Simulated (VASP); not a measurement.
# TaN: single point with PBE

Crystal: TaN.

```
Ta N
1.0
    -4.57500    2.64138    4.94000
     4.57500   -2.64138    4.94000
     4.57500    7.92413   -4.94000
Ta N
24 24
Direct
  0.16667 0.00000 0.16667
  0.66667 0.50000 0.16667
  0.50000 0.83333 0.33333
  0.00000 0.33333 0.33333
  0.83333 0.66667 0.50000
  0.33333 0.16667 0.50000
  0.16667 0.50000 0.66667
  0.66667 0.00000 0.66667
  0.50000 0.33333 0.83333
  0.00000 0.83333 0.83333
  0.83333 0.16667 0.00000
  0.33333 0.66667 0.00000
  0.25000 0.41667 0.16667
  0.75000 0.91667 0.16667
  0.58333 0.25000 0.33333
  0.08333 0.75000 0.33333
  0.91667 0.08333 0.50000
  0.41667 0.58333 0.50000
  0.25000 0.91667 0.66667
  0.75000 0.41667 0.66667
  0.58333 0.75000 0.83333
  0.08333 0.25000 0.83333
  0.91667 0.58333 0.00000
  0.41667 0.08333 0.00000
  0.35917 0.19250 0.16667
  0.85917 0.69250 0.16667
  0.69250 0.02583 0.33333
  0.19250 0.52583 0.33333
  0.02583 0.85917 0.50000
  0.52583 0.35917 0.50000
  0.35917 0.69250 0.66667
  0.85917 0.19250 0.66667
  0.69250 0.52583 0.83333
  0.19250 0.02583 0.83333
  0.02583 0.35917 0.00000
  0.52583 0.85917 0.00000
  0.44250 0.60917 0.16667
  0.94250 0.10917 0.16667
  0.77583 0.44250 0.33333
  0.27583 0.94250 0.33333
  0.10917 0.27583 0.50000
  0.60917 0.77583 0.50000
  0.44250 0.10917 0.66667
  0.94250 0.60917 0.66667
  0.77583 0.94250 0.83333
  0.27583 0.44250 0.83333
  0.10917 0.77583 0.00000
  0.60917 0.27583 0.00000
```

| Property | Result |
| --- | --- |
| Program | VASP 6.6.1 |
| Task | single point |
| Functional | PBE |
| Potentials or basis | VASP PAW PBE potentials, release 64 (Ta_pv, N) |
| Cutoff | 520 eV |
| k mesh | 2 × 2 × 2 |
| Occupations | gaussian, width 0.05 eV |
| Spin | no spin polarisation |
| Dipole correction | no |
| Further INCAR settings | LREAL = Auto; ALGO = Normal; EDIFF = 1e-07; NBANDS = 222 |

```json
{
 "Pressure": "140.6 GPa",
 "Largest force": "2.591 eV/Å",
 "Band gap on the k mesh": "zero (bands 192 and 193 overlap by 0.57 eV)"
}
```

Forces on the atoms (eV/Å):
```
Ta   0.210 -0.121  2.579
Ta   0.210 -0.121  2.579
Ta   0.210 -0.121  2.579
Ta   0.210 -0.121  2.579
Ta   0.210 -0.121  2.579
Ta   0.210 -0.121  2.579
Ta   0.210 -0.121  2.579
Ta   0.210 -0.121  2.579
Ta   0.210 -0.121  2.579
Ta   0.210 -0.121  2.579
Ta   0.210 -0.121  2.579
Ta   0.210 -0.121  2.579
Ta  -0.210  0.121  2.579
Ta  -0.210  0.121  2.579
Ta  -0.210  0.121  2.579
Ta  -0.210  0.121  2.579
Ta  -0.210  0.121  2.579
Ta  -0.210  0.121  2.579
Ta  -0.210  0.121  2.579
Ta  -0.210  0.121  2.579
Ta  -0.210  0.121  2.579
Ta  -0.210  0.121  2.579
Ta  -0.210  0.121  2.579
Ta  -0.210  0.121  2.579
N    0.081 -0.047 -2.579
N    0.081 -0.047 -2.579
N    0.081 -0.047 -2.579
N    0.081 -0.047 -2.579
N    0.081 -0.047 -2.579
N    0.081 -0.047 -2.579
N    0.081 -0.047 -2.579
N    0.081 -0.047 -2.579
N    0.081 -0.047 -2.579
N    0.081 -0.047 -2.579
N    0.081 -0.047 -2.579
N    0.081 -0.047 -2.579
N   -0.081  0.047 -2.579
N   -0.081  0.047 -2.579
N   -0.081  0.047 -2.579
N   -0.081  0.047 -2.579
N   -0.081  0.047 -2.579
N   -0.081  0.047 -2.579
N   -0.081  0.047 -2.579
N   -0.081  0.047 -2.579
N   -0.081  0.047 -2.579
N   -0.081  0.047 -2.579
N   -0.081  0.047 -2.579
N   -0.081  0.047 -2.579
```

Stress tensor (GPa, compression positive):
```
149.03   0.57   0.00
  0.57 149.69   0.00
  0.00   0.00 123.02
```

Levels at points of the mesh, in eV from the Fermi level:
```csv
k point,band 188,band 189,band 190,band 191,band 192,band 193,band 194,band 195,band 196,band 197
"(0.00, 0.00, 0.00)",-0.39,-0.27,-0.08,-0.08,-0.08,-0.08,-0.08,-0.08,-0.08,-0.08
"(0.50, 0.00, 0.00)",-0.25,-0.02,-0.02,-0.02,-0.02,0.46,0.46,0.52,0.52,0.60
"(0.50, 0.50, 0.00)",-0.77,-0.15,-0.15,0.43,0.43,0.43,0.43,0.68,0.68,0.68
"(0.00, 0.00, 0.50)",-0.53,-0.53,-0.53,-0.14,-0.14,-0.14,-0.14,-0.11,-0.11,0.67
"(0.50, 0.50, 0.50)",-0.08,-0.08,-0.08,0.40,0.40,0.40,0.40,0.51,0.51,0.77
```

It took 23 min on 1 thread of Intel(R) Xeon(R) Platinum 8488C (Sapphire Rapids), with other jobs on the host, peak memory 0.73 GiB.

Caveat: the k points lie up to 0.47 Å⁻¹ apart, too coarse for converged energies and pressures of a metal; spin-orbit coupling is left out, which moves the levels of the heavy elements; forces of over 1 eV/Å act on the atoms, so gaps and moduli don't describe the material at rest.
